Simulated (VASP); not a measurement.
Here is a VASP 6.6.1 calculation.

Contents of INCAR:

```
ALGO = Normal
EDIFF = 1E-6
ENCUT = 520
GGA = PE
ISIF = 2
ISMEAR = 0
LASPH = T
LCHARG = T
LELF = T
LREAL = F
LVHAR = T
LWAVE = F
NBANDS = 16
NELM = 100
PREC = Accurate
SIGMA = 0.05
```

KPOINTS

```
k-points
0
Gamma
  9 9 6
```

File POSCAR:

```
AlN
1.0
    3.1298889828      0.0000000000     -0.4694833474
   -1.5649444914      2.7105633702      0.2347416737
   -0.7525434444      0.0000000000      5.2176345479
Al N
2 2
Direct
    0.3491983009      0.6648125465      0.0106495315
    0.6843857545      0.3351874535      0.5106495315
    0.3279451437      0.6894743428      0.3743504685
    0.6384708009      0.3105256572      0.8743504685
```

Potentials or basis: VASP PAW PBE potentials, release 64 (Al, N).

Launch:

```console
$ cat potpaw_PBE.64/Al/POTCAR potpaw_PBE.64/N/POTCAR > POTCAR
$ mpirun -np 1 vasp_std > vasp.out
```

Problem. Predict the pressure.

Solution. -5.6 GPa.

Problem. What does it give for the band gap on the k mesh?

Solution. 2.45 eV, direct.

Stress tensor (GPa, compression positive):
```
-14.52   0.00  25.50
  0.00  -0.26   0.00
 25.50   0.00  -2.03
```

Caveat: the cell differs from its parent crystal (engineering shear strain xz -0.3000, normal strain along z +0.0400).
